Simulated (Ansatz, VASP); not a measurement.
# One calculation of HfB2, two programs

```xyz
3
Lattice="3.1189 0.0000 0.0000 -1.5595 2.7011 0.0000 0.0000 0.0000 3.4566" Properties=species:S:1:pos:R:3 pbc="T T T"
Hf    0.0000    0.0000    0.0000
B     0.0000    1.8007    1.7283
B     1.5595    0.9004    1.7283
```

Change from the starting cell: volume scaled by 0.98, crystal datasets.

Alike in both runs: task electric field gradients; functional PBE; k mesh 13 × 13 × 11; occupations fermi-dirac, width 0.05 eV; no spin polarisation.

|  | VASP | Ansatz |
| --- | --- | --- |
| version | VASP 6.6.1 | Ansatz 0.2.0 |
| potentials or method | VASP PAW PBE potentials, release 64 (Hf_pv, B), cutoff 520 eV | all-electron PAW with datasets made for the crystal, scalar-relativistic |

Ansatz gave:

```
pressure (GPa)                                                : 6.8
traceless stress, the component that is largest in VASP (GPa) : -0.37
size of Vzz on the site where it differs most (V/Å²)          : 110.3
```

Q: Which values does VASP return?

A: Pressure (GPa): 6.4; traceless stress, the component that is largest in VASP (GPa): -0.18; size of Vzz on the site where it differs most (V/Å²): 77.5.

Ansatz ran all-electron here, and VASP with PAW potentials.

Spin-orbit coupling is off throughout.
